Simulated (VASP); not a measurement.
# RbCl (Fm-3m) in VASP: single point with PBE

Aim: the single point of RbCl with PBE.

Program: VASP 6.6.1. These are calculated values, not measurements. Logs are shortened: lines on timing, memory, paths and dates and some standing lists are left out, and cuts for length are marked.

## Step 1: The cell of the first run

It takes space group Fm-3m (No. 225, cubic). Conventional cell: a = 6.548 Å, b = 6.548 Å, c = 6.548 Å, α = 90.00°, β = 90.00°, γ = 90.00°. Rb (site symmetry m-3m) has 6 Cl at 3.27 Å within 4.3 Å. Cl (site symmetry m-3m) has 6 Rb at 3.27 Å within 4.3 Å.

## Step 2: Single point, PBE

File INCAR:

```
SYSTEM = RbCl
PREC     = Accurate       ! precision mode
ENCUT    = 500            ! plane-wave cutoff, eV
EDIFF    = 1E-6           ! SCF threshold, eV
ISMEAR   = 0              ! smearing method
SIGMA    = 0.01           ! smearing width, eV
LREAL    = .FALSE.        ! projectors in reciprocal space
LASPH    = .TRUE.         ! aspherical terms in the spheres
NELM     = 120            ! most SCF steps
ALGO     = Normal         ! electronic algorithm
ISIF     = 2              ! what is computed and relaxed
LWAVE    = .FALSE.        ! write WAVECAR
LCHARG   = .FALSE.        ! write CHGCAR
GGA      = PE             ! functional
NBANDS   = 15             ! bands
GGA_COMPAT= .FALSE.
```

File KPOINTS:

```
Automatic mesh
0
G
  5 5 5
  0 0 0
```

File POSCAR:

```
RbCl
1.0
    4.6301350000      0.0000000000      0.0000000000
    2.3150675000      4.0098145330      0.0000000000
    2.3150675000      1.3366048443      3.7804893967
Rb Cl
1 1
Direct
    0.0000000000      0.0000000000      0.0000000000
    0.5000000000      0.5000000000      0.5000000000
```

Potentials or basis: VASP PAW PBE potentials, release 64 (Rb_sv, Cl).

Started as:

```console
$ cat potpaw_PBE.64/Rb_sv/POTCAR potpaw_PBE.64/Cl/POTCAR > POTCAR
$ mpirun -np 1 vasp_std > vasp.out
```

OUTCAR:

```text
SYSTEM = RbCl
   PREC = Accurate
   ENCUT = 500
   EDIFF = 1E-6
   ISMEAR = 0
   LREAL = .FALSE.
   LASPH = .TRUE.
   NELM = 120
   ISIF = 2
   GGA = PE

 ion  position               nearest neighbor table
   1  0.000  0.000  0.000-   2 3.27   2 3.27   2 3.27   2 3.27   2 3.27   2 3.27
   2  0.500  0.500  0.500-   1 3.27   1 3.27   1 3.27   1 3.27   1 3.27   1 3.27

  LATTYP: Found a face centered cubic cell.
 ALAT       =     6.5479997127

  Lattice vectors:

 A1 = (   4.6301350000,   0.0000000000,   0.0000000000)
 A2 = (   2.3150675000,   4.0098145330,   0.0000000000)
 A3 = (   2.3150675000,   1.3366048443,   3.7804893967)

Analysis of symmetry for initial positions (statically):
=====================================================================
 Subroutine PRICEL returns:
 Original cell was already a primitive cell.

 Routine SETGRP: Setting up the symmetry group for a
 face centered cubic supercell.

 Subroutine GETGRP returns: Found 48 space group operations
 (whereof 48 operations were pure point group operations)
 out of a pool of 48 trial point group operations.

The static configuration has the point symmetry O_h .

Analysis of symmetry for dynamics (positions and initial velocities):
=====================================================================
 Subroutine PRICEL returns:
 Original cell was already a primitive cell.

 Routine SETGRP: Setting up the symmetry group for a
 face centered cubic supercell.

 Subroutine GETGRP returns: Found 48 space group operations
 (whereof 48 operations were pure point group operations)
 out of a pool of 48 trial point group operations.

The dynamic configuration has the point symmetry O_h .

 Subroutine INISYM returns: Found 48 space group operations
 (whereof 48 operations are pure point group operations),
 and found     1 'primitive' translations

----------------------------------------------------------------------------------------

                                     Primitive cell

  volume of cell :      70.1885

  direct lattice vectors                    reciprocal lattice vectors
     4.630135000  0.000000000  0.000000000     0.215976424 -0.124694047 -0.088172006
     2.315067500  4.009814533  0.000000000     0.000000000  0.249388093 -0.088172006
     2.315067500  1.336604844  3.780489397     0.000000000  0.000000000  0.264516018

  length of vectors
     4.630135000  4.630135000  4.630135000     0.264516018  0.264516018  0.264516018

  position of ions in fractional coordinates (direct lattice)
     0.000000000  0.000000000  0.000000000
     0.500000000  0.500000000  0.500000000

  ion indices of the primitive-cell ions
   primitive index   ion index
                 1           1
                 2           2
[... 71 lines left out ...]
   EFERMI =   0.00;   METHOD = LEGACY
   ISMEAR =     0;   SIGMA  =   0.01  broadening in eV -4-tet -1-fermi 0-gaus
   EFERMI_NEDOS =   21; number of points for ismear=-14 and -15
   IALGO  =     38    algorithm
   IMIX   =      4    mixing-type and parameters
     AMIX     =   0.40;   BMIX     =  1.00
     AMIX_MAG =   1.60;   BMIX_MAG =  1.00
  volume/ion in A,a.u.               =      35.09       236.83
  Fermi-wavevector in a.u.,A,eV,Ry     =   1.000060  1.889840 13.607466  1.000121
  Thomas-Fermi vector in A             =   2.132392
   LORBIT       =      0    0 simple, 1 ext, 2 COOP (PROOUT), +10 PAW based schemes
   GGA     = PE    functional components
   LHFCALC =     F    Hartree Fock is set to
   AEXX    =    0.0000 exact exchange contribution
   IVDW    =     0    specifies the selected vdW correction
   LEPSILON=     F    determine dielectric tensor
   LRPA    =     F    only Hartree local field effects (RPA)
 non-spin polarized calculation
 Gauss-broadening in eV      SIGMA  =   0.01
  energy-cutoff  :      500.00
  volume of cell :       70.19
 maximum number of plane-waves:      1807
 NGX is ok and might be reduce to    36
   NGX = 17   NGY = 17   NGZ = 17

 number of electron      16.0000001 magnetization

 Free energy of the ion-electron system (eV)
  ---------------------------------------------------
  ext. energy  EPLUGINS =         0.00000000
  ---------------------------------------------------
  free energy    TOTEN  =        -6.65812927 eV

  energy without entropy =       -6.65812927  energy(sigma->0) =       -6.65812927

 E-fermi :  -1.7234     XC(G=0):  -7.4134

 val. band max:       -1.8203597447   @ k =   0.0000   0.0000   0.0000
 cond. band min:       3.2263965159   @ k =   0.0000   0.0000   0.0000
 fundamental gap:      5.0467562607
 Fermi energy:        -1.7233507790

 k-point     1 :       0.0000    0.0000    0.0000
  band No.  band energies     occupation
      1     -25.7070      2.00000
      2     -13.8324      2.00000
      3      -9.7558      2.00000
      4      -9.7558      2.00000
      5      -9.7558      2.00000
      6      -1.8204      2.00000
      7      -1.8204      2.00000
      8      -1.8204      2.00000
      9       3.2264      0.00000
     10       6.1833      0.00000
     11       6.1833      0.00000
     12       6.1833      0.00000
     13       7.1766      0.00000
     14       7.1766      0.00000
[... 149 lines left out ...]
      2     -13.8303      2.00000
      3      -9.9130      2.00000
      4      -9.9079      2.00000
      5      -9.7516      2.00000
      6      -2.3269      2.00000
      7      -2.1168      2.00000
      8      -2.0159      2.00000
      9       5.4646      0.00000
     10       6.1873      0.00000
     11       7.4780      0.00000
     12       8.3117      0.00000
     13       9.2731      0.00000
     14       9.3834      0.00000
     15      10.3391      0.00000

------------------------ aborting loop because EDIFF is reached ----------------------------------------

  FORCE on cell =-STRESS in cart. coord.  units (eV):
  Direction    XX          YY          ZZ          XY          YZ          ZX
  --------------------------------------------------------------------------------------
  -------------------------------------------------------------------------------------
  Total        0.5039331      0.5039331      0.5039331      0.0000000     -0.0000000     -0.0000000
  in kB       11.5031694     11.5031694     11.5031694      0.0000000     -0.0000000     -0.0000000
  external PRESSURE =      11.5031694 kB  Pullay stress =       0.0000000 kB

 VOLUME and BASIS-vectors are now :
 -----------------------------------------------------------------------------
  energy-cutoff  :      500.00
  volume of cell :       70.19
      direct lattice vectors                 reciprocal lattice vectors
     4.630135000  0.000000000  0.000000000     0.215976424 -0.124694047 -0.088172006
     2.315067500  4.009814533  0.000000000     0.000000000  0.249388093 -0.088172006
     2.315067500  1.336604844  3.780489397     0.000000000  0.000000000  0.264516018

 POSITION                                       TOTAL-FORCE (eV/Angst)
 -----------------------------------------------------------------------------------
      0.00000      0.00000      0.00000         0.000000     -0.000000      0.000000
      4.63014      2.67321      1.89024        -0.000000      0.000000      0.000000
 -----------------------------------------------------------------------------------
    total drift:                                0.000000      0.000000      0.000000

  FREE ENERGIE OF THE ION-ELECTRON SYSTEM (eV)
  ---------------------------------------------------
  free  energy   TOTEN  =        -6.6581292685 eV

  energy  without entropy=       -6.6581292685  energy(sigma->0) =       -6.65812927
```

Wall time 10 s (1 thread of AMD EPYC 9R14 (Zen 4), shared host); peak memory 0.17 GiB.

Results:

| Property | Result |
| --- | --- |
| Free energy | -6.6581 eV |
| Pressure | 1.2 GPa |
| Band gap on the k mesh | 5.05 eV, direct |
